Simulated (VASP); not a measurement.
# Te (P6/mmm) in VASP: notebook

The runs below take Te through relaxation of cell and atoms, with PBEsol.

All numbers are computed with VASP 6.6.1; they aren't measurements. Logs are shortened: lines on timing, memory, paths and dates and some standing lists are left out, and cuts for length are marked.

**1. The cell of the first run**

It takes space group P6/mmm (No. 191, hexagonal). Conventional cell: a = 3.041 Å, b = 3.041 Å, c = 2.858 Å, α = 90.00°, β = 90.00°, γ = 120.00°. Te (site symmetry 6/mmm) has 8 Te at 2.86 to 3.04 Å within 3.8 Å.

This isn't the form of Te at room conditions, which is trigonal, of chains.

**2. Relaxation of cell and atoms, PBEsol, target pressure 20 GPa, at which the enthalpy is minimised**

The input, INCAR:

```
PREC = Accurate ; ENCUT = 600
EDIFF = 1E-7 ; ISMEAR = -1
SIGMA = 0.1 ; LREAL = False
LASPH = True ; NELM = 100
ALGO = Normal ; ISIF = 3
LWAVE = False ; LCHARG = False
GGA = PS ; IBRION = 2
NSW = 60 ; EDIFFG = -0.005
PSTRESS = 200.0
```

The input, KPOINTS:

```
Automatic mesh
0
Gamma
  14 14 13
```

The input, POSCAR:

```
Te
1.0
    3.0409356295      0.0000000000      0.0000000000
   -1.5204678147      2.6335275064      0.0000000000
    0.0000000000      0.0000000000      2.8584794917
Te
1
Direct
    0.0000000000      0.0000000000      0.0000000000
```

Potentials or basis: VASP PAW PBE potentials, release 64 (Te).

On the command line:

```bash
cat potpaw_PBE.64/Te/POTCAR > POTCAR
mpirun -np 1 vasp_std > vasp.out
```

OUTCAR:

```text
PREC = Accurate
   ENCUT = 600
   EDIFF = 1E-7
   ISMEAR = -1
   LREAL = False
   LASPH = True
   NELM = 100
   ISIF = 3
   GGA = PS
   IBRION = 2
   NSW = 60
   EDIFFG = -0.005
   PSTRESS = 200.0

 ion  position               nearest neighbor table
   1  0.000  0.000  0.000-

  LATTYP: Found a hexagonal cell.
 ALAT       =     3.0409356295
 C/A-ratio  =     0.9400000000

  Lattice vectors:

 A1 = (   3.0409356295,   0.0000000000,   0.0000000000)
 A2 = (  -1.5204678147,   2.6335275064,   0.0000000000)
 A3 = (   0.0000000000,   0.0000000000,   2.8584794917)

Analysis of symmetry for initial positions (statically):
=====================================================================
 Subroutine PRICEL returns:
 Original cell was already a primitive cell.

 Routine SETGRP: Setting up the symmetry group for a
 hexagonal supercell.

 Subroutine GETGRP returns: Found 24 space group operations
 (whereof 24 operations were pure point group operations)
 out of a pool of 24 trial point group operations.

The static configuration has the point symmetry D_6h.

Analysis of symmetry for dynamics (positions and initial velocities):
=====================================================================
 Subroutine PRICEL returns:
 Original cell was already a primitive cell.

 Routine SETGRP: Setting up the symmetry group for a
 hexagonal supercell.

 Subroutine GETGRP returns: Found 24 space group operations
 (whereof 24 operations were pure point group operations)
 out of a pool of 24 trial point group operations.

The dynamic configuration has the point symmetry D_6h.

 Subroutine INISYM returns: Found 24 space group operations
 (whereof 24 operations are pure point group operations),
 and found     1 'primitive' translations

----------------------------------------------------------------------------------------

                                     Primitive cell

  volume of cell :      22.8918

  direct lattice vectors                    reciprocal lattice vectors
     3.040935629  0.000000000  0.000000000     0.328846158  0.189859418  0.000000000
    -1.520467815  2.633527506  0.000000000     0.000000000  0.379718836  0.000000000
     0.000000000  0.000000000  2.858479492     0.000000000  0.000000000  0.349836339

  length of vectors
     3.040935629  3.040935629  2.858479492     0.379718836  0.379718836  0.349836339

  position of ions in fractional coordinates (direct lattice)
     0.000000000  0.000000000  0.000000000

  ion indices of the primitive-cell ions
   primitive index   ion index
                 1           1

----------------------------------------------------------------------------------------

 KPOINTS: Automatic mesh

Automatic generation of k-mesh.
 Grid dimensions read from file:
 generate k-points for:   14   14   13

 Generating k-lattice:

  Cartesian coordinates                     Fractional coordinates (reciprocal lattice)
     0.023489011  0.013561387  0.000000000     0.071428571  0.000000000  0.000000000
     0.000000000  0.027122774  0.000000000     0.000000000  0.071428571  0.000000000
     0.000000000  0.000000000  0.026910488     0.000000000  0.000000000  0.076923077

  Length of vectors
     0.027122774  0.027122774  0.026910488

  Shift w.r.t. Gamma in fractional coordinates (k-lattice)
     0.000000000  0.000000000  0.000000000

 Subroutine IBZKPT returns following result:
 ===========================================

 Found    168 irreducible k-points:

 Following reciprocal coordinates:
            Coordinates               Weight
  0.000000  0.000000  0.000000      1.000000
  0.071429 -0.000000  0.000000      6.000000
  0.142857  0.000000  0.000000      6.000000
  0.214286  0.000000  0.000000      6.000000
  0.285714 -0.000000  0.000000      6.000000
  0.357143 -0.000000  0.000000      6.000000
[... 16 lines left out ...]
  0.285714  0.285714  0.000000      6.000000
  0.357143  0.285714  0.000000      6.000000
 [... further k-points ...]
   k-points           NKPTS =    168   k-points in BZ     NKDIM =    168   number of bands    NBANDS=      7
   number of dos      NEDOS =    301   number of ions     NIONS =      1
   total plane-waves  NPLWV =  13824
   dimension x,y,z NGX =    24 NGY =   24 NGZ =   24
   dimension x,y,z NGXF=    48 NGYF=   48 NGZF=   48
   ions per type =               1
   NGX,Y,Z   is equivalent  to a cutoff of  13.12, 13.12, 13.96 a.u.
   NGXF,Y,Z  is equivalent  to a cutoff of  26.24, 26.24, 27.92 a.u.
 SYSTEM =  unknown system
   PREC   = accura    normal or accurate (medium, high low for compatibility)
   ISTART =      0    job   : 0-new  1-cont  2-samecut
   ICHARG =      2    charge: 1-file 2-atom 10-const
   ISPIN  =      1    spin polarized calculation?
   LNONCOLLINEAR =      F non collinear calculations
   LSORBIT =      F    spin-orbit coupling
   LASPH  =      T    aspherical Exc in radial PAW
   ENCUT  =  600.0 eV  44.10 Ry    6.64 a.u.   6.07  6.07  5.71*2*pi/ulx,y,z
   NELM   =    100;   NELMIN=  2; NELMDL= -5     # of ELM steps
   EDIFF  = 0.1E-06   stopping-criterion for ELM
   LREAL  =      F    real-space projection
   EDIFFG = -.5E-02   stopping-criterion for IOM
   NSW    =     60    number of steps for IOM
   IBRION =      2    ionic relax: 0-MD 1-quasi-New 2-CG
   NFREE  =      1    steps in history (QN), initial steepest desc. (CG)
   ISIF   =      3    stress and relaxation
   ISYM   =      2    0-nonsym 1-usesym 2-fastsym
   POTIM  = 0.5000    time-step for ionic-motion
   TEBEG  =    0.0;   TEEND  =   0.0 temperature during run
   PSTRESS=  200.0 pullay stress
   NELECT =       6.0000    total number of electrons
   NUPDOWN=      -1.0000    fix difference up-down
   EMIN   =  10.00;   EMAX   =-10.00  energy-range for DOS
   EFERMI =   0.00;   METHOD = LEGACY
   ISMEAR =    -1;   SIGMA  =   0.10  broadening in eV -4-tet -1-fermi 0-gaus
   EFERMI_NEDOS =   21; number of points for ismear=-14 and -15
   IALGO  =     38    algorithm
   IMIX   =      4    mixing-type and parameters
     AMIX     =   0.40;   BMIX     =  1.00
     AMIX_MAG =   1.60;   BMIX_MAG =  1.00
  volume/ion in A,a.u.               =      22.89       154.48
  Fermi-wavevector in a.u.,A,eV,Ry     =   1.047688  1.979843 14.934429  1.097650
  Thomas-Fermi vector in A             =   2.182578
   LORBIT       =      0    0 simple, 1 ext, 2 COOP (PROOUT), +10 PAW based schemes
   GGA     = PS    functional components
   LHFCALC =     F    Hartree Fock is set to
   AEXX    =    0.0000 exact exchange contribution
   IVDW    =     0    specifies the selected vdW correction
   LEPSILON=     F    determine dielectric tensor
   LRPA    =     F    only Hartree local field effects (RPA)
 conjugate gradient relaxation of ions
 non-spin polarized calculation
  energy-cutoff  :      600.00
  volume of cell :       22.89
 maximum number of plane-waves:       784
   NGX = 13   NGY = 13   NGZ = 11

--------------------------------------- Ionic step        1  -------------------------------------------

 number of electron       6.0000001 magnetization

 Free energy of the ion-electron system (eV)
  ---------------------------------------------------
  ext. energy  EPLUGINS =         0.00000000
  ---------------------------------------------------
  free energy    TOTEN  =        -2.91307996 eV

  energy without entropy =       -2.89363566  energy(sigma->0) =       -2.90335781

------------------------ aborting loop because EDIFF is reached ----------------------------------------

  FORCE on cell =-STRESS in cart. coord.  units (eV):
  Direction    XX          YY          ZZ          XY          YZ          ZX
  --------------------------------------------------------------------------------------
  -------------------------------------------------------------------------------------
  Total        3.9197046      3.9197046      3.9935976      0.0000000      0.0000000      0.0000000
  in kB      274.3366008    274.3366008    279.5083072      0.0000000      0.0000000      0.0000000
  external PRESSURE =      76.0605029 kB  Pullay stress =     200.0000000 kB
[... 24 lines left out ...]
--------------------------------------- Ionic step        2  -------------------------------------------

 number of electron       6.0000001 magnetization

 E-fermi :   8.9025     XC(G=0): -10.3924

 val. band max:        8.8778741680   @ k =   0.3571   0.2857   0.2308
 cond. band min:       8.9123203642   @ k =   0.4286   0.0000   0.0769
 fundamental gap:      0.0344461961
 Fermi energy:         8.9025445923

 k-point     1 :       0.0000    0.0000    0.0000
  band No.  band energies     occupation
      1      -6.0079      2.00000
      2      10.4993      0.00000
      3      11.5637      0.00000
      4      11.5637      0.00000
      5      14.9780      0.00000
      6      17.5642      0.00000
      7      18.3544      0.00000
[... 221 lines left out ...]
 k-point    24 :       0.3571    0.2857    0.0000
  band No.  band energies     occupation
      1      -2.4316      2.00000
      2       3.1020      2.00000
      3       4.1123      2.00000
      4      13.3733      0.00000
      5      19.3288      0.00000
      6      20.7214      0.00000
      7      20.9430      0.00000

 [... further k-points ...]

------------------------ aborting loop because EDIFF is reached ----------------------------------------

  FORCE on cell =-STRESS in cart. coord.  units (eV):
  Direction    XX          YY          ZZ          XY          YZ          ZX
  --------------------------------------------------------------------------------------
  -------------------------------------------------------------------------------------
  Total        1.3134346      1.3134346      1.2556299      0.0000000      0.0000000      0.0000000
  in kB       78.8612861     78.8612861     75.3905723      0.0000000      0.0000000      0.0000000
  external PRESSURE =    -122.2956185 kB  Pullay stress =     200.0000000 kB
[... 246 lines left out ...]
--------------------------------------- Ionic step        9  -------------------------------------------

 number of electron       6.0000000 magnetization

 Free energy of the ion-electron system (eV)
  ---------------------------------------------------
  ext. energy  EPLUGINS =         0.00000000
  ---------------------------------------------------
  free energy    TOTEN  =        -3.08227719 eV

  energy without entropy =       -3.06197756  energy(sigma->0) =       -3.07212738

 E-fermi :  10.5699     XC(G=0): -10.8624

 val. band max:       10.5350694907   @ k =   0.4286   0.0000   0.0769
 cond. band min:      10.5757005218   @ k =   0.2857  -0.0000   0.1538
 fundamental gap:      0.0406310311
 Fermi energy:        10.5698779722

 k-point     1 :       0.0000    0.0000    0.0000
  band No.  band energies     occupation
      1      -5.3706      2.00000
      2      12.3239      0.00000
      3      13.6370      0.00000
      4      13.6370      0.00000
      5      16.6003      0.00000
      6      20.0641      0.00000
      7      20.1423      0.00000
[... 221 lines left out ...]
 k-point    24 :       0.3571    0.2857    0.0000
  band No.  band energies     occupation
      1      -1.1169      2.00000
      2       3.9669      2.00000
      3       5.0884      2.00000
      4      15.8223      0.00000
      5      21.4070      0.00000
      6      22.7424      0.00000
      7      23.0979      0.00000

 [... further k-points ...]

------------------------ aborting loop because EDIFF is reached ----------------------------------------

  FORCE on cell =-STRESS in cart. coord.  units (eV):
  Direction    XX          YY          ZZ          XY          YZ          ZX
  --------------------------------------------------------------------------------------
  -------------------------------------------------------------------------------------
  Total        3.0013584      3.0013584      3.0012809      0.0000000     -0.0000000      0.0000000
  in kB      200.0513792    200.0513792    200.0462140      0.0000000     -0.0000000      0.0000000
  external PRESSURE =       0.0496575 kB  Pullay stress =     200.0000000 kB
[... 20 lines left out ...]
  energy  without entropy=       -3.0619775635  energy(sigma->0) =       -3.07212738

  enthalpy is  TOTEN    =        -0.0816896377 eV   P V=        3.0005875543

 reached required accuracy - stopping structural energy minimisation
```

It took 2.3 min on 1 thread of Oxide Virtual Turin-like, shared host; peak memory 0.14 GiB.

What came out:

- Free energy: -3.0823 eV
- Relaxed volume: 24.04 Å³/atom
- Relaxed cell: a = 3.089 Å, b = 3.089 Å, c = 2.910 Å, α = 90.00°, β = 90.00°, γ = 120.00°
- Space group after relaxing (to 0.1 Å): P6/mmm (No. 191)
- Energy change on relaxing (the run minimises the enthalpy): -169.2 meV/atom
- Ionic steps: 9
- Pressure after relaxing: 20.0 GPa
- Band gap on the k mesh: zero (bands 3 and 4 overlap by 8.76 eV)

Step by step:
| step | energy change (eV) | largest force (eV/Å) | pressure (GPa) | volume (Å³) |
| --- | --- | --- | --- | --- |
| 1 | 0.0000 | 0.0000 | 27.61 | 22.89 |
| 2 | -0.3900 | 0.0000 | 7.77 | 26.68 |
| 3 | -0.1746 | 0.0000 | 19.75 | 24.08 |
| 4 | -0.1696 | 0.0000 | 19.98 | 24.04 |
| 5 | -0.1667 | 0.0000 | 20.12 | 24.02 |
| 6 | -0.1667 | 0.0000 | 20.12 | 24.02 |
| 7 | -0.1667 | 0.0000 | 20.12 | 24.02 |
| 8 | -0.1731 | 0.0000 | 19.82 | 24.07 |
| 9 | -0.1692 | 0.0000 | 20.00 | 24.04 |

Final structure:
```cif
data_structure
_symmetry_space_group_name_H-M 'P 1'
_symmetry_Int_Tables_number 1
_cell_length_a 3.0885
_cell_length_b 3.0885
_cell_length_c 2.9097
_cell_angle_alpha 90.000
_cell_angle_beta 90.000
_cell_angle_gamma 120.000
_cell_volume 24.04
loop_
_atom_site_label
_atom_site_type_symbol
_atom_site_fract_x
_atom_site_fract_y
_atom_site_fract_z
_atom_site_occupancy
Te1 Te 0.00000 0.00000 0.00000 1
```

Levels at points of the mesh, in eV from the Fermi level:
| k point | band 1 | band 2 | band 3 | band 4 | band 5 | band 6 | band 7 |
| --- | --- | --- | --- | --- | --- | --- | --- |
| (0.00, 0.00, 0.00) | -15.94 | 1.75 | 3.07 | 3.07 | 6.03 | 9.49 | 9.57 |
| (0.50, 0.00, 0.00) | -12.32 | -7.96 | -0.24 | 4.49 | 4.72 | 10.79 | 10.90 |

Caveat: the cell is relaxed towards a set pressure, so the run minimises the enthalpy, not the energy; the PAW data sets were made with another functional, which shifts forces and pressure a little; spin-orbit coupling is left out, which moves the levels of the heavy elements.

**3. Relaxation of cell and atoms, PBEsol, target pressure 20 GPa, at which the enthalpy is minimised**

This run uses another cell than the first one, of 24.00 Å³/atom.

The input, INCAR:

```
  PREC = Accurate
  ENCUT = 600
  EDIFF = 1E-7
  ISMEAR = -1
  SIGMA = 0.1
  LREAL = False
  LASPH = True
  NELM = 60
  ALGO = Normal
  ISIF = 3
  LWAVE = False
  LCHARG = False
  GGA = PS
  IBRION = 2
  NSW = 32
  EDIFFG = -0.005
  PSTRESS = 200.0
```

KPOINTS is that of step 2.

The input, POSCAR:

```
Te
1.0
    3.0872207035      0.0000000000      0.0000000000
   -1.5436103517      2.6736115563      0.0000000000
    0.0000000000      0.0000000000      2.9079234524
Te
1
Direct
    0.0000000000      0.0000000000      0.0000000000
```

Potentials or basis: VASP PAW PBE potentials, release 64 (Te).

On the command line:

```bash
cat potpaw_PBE.64/Te/POTCAR > POTCAR
mpirun -np 1 vasp_std > vasp.out
```

It took 69 s on 1 thread of Oxide Virtual Turin-like, shared host; peak memory 0.15 GiB.

The run converged. Its results:

```yaml
Free_energy: -3.0824 eV
Relaxed_volume: 24.04 Å³/atom
Relaxed_cell: a = 3.089 Å, b = 3.089 Å, c = 2.910 Å, α = 90.00°, β = 90.00°, γ = 120.00°
Space_group_after_relaxing_to_0.1_Å: P6/mmm (No. 191)
Energy_change_on_relaxing_the_run_minimises_the_enthalpy: -4.5 meV/atom
Ionic_steps: 3
Pressure_after_relaxing: 20.0 GPa
Band_gap_on_the_k_mesh: zero (bands 3 and 4 overlap by 8.76 eV)
```

The path:
```
step  energy change (eV)  largest force (eV/Å)  pressure (GPa)  volume (Å³)
   1              0.0000                0.0000           20.21        24.00
   2             -0.0139                0.0000           19.56        24.11
   3             -0.0045                0.0000           20.00        24.04
```

Final structure:
```
Te
1.0
     3.08862    0.00000    0.00000
    -1.54431    2.67482    0.00000
     0.00000    0.00000    2.90959
Te
1
Direct
  0.00000 0.00000 0.00000
```

Levels at points of the mesh, in eV from the Fermi level:
| k point | band 1 | band 2 | band 3 | band 4 | band 5 | band 6 | band 7 |
| --- | --- | --- | --- | --- | --- | --- | --- |
| (0.00, 0.00, 0.00) | -15.94 | 1.76 | 3.07 | 3.07 | 6.03 | 9.49 | 9.57 |
| (0.50, 0.00, 0.00) | -12.32 | -7.96 | -0.24 | 4.49 | 4.72 | 10.79 | 10.90 |

Caveat: the cell is relaxed towards a set pressure, so the run minimises the enthalpy, not the energy; the PAW data sets were made with another functional, which shifts forces and pressure a little; spin-orbit coupling is left out, which moves the levels of the heavy elements.

The gap in the log of VASP goes by the Fermi energy; the results here count the filled bands.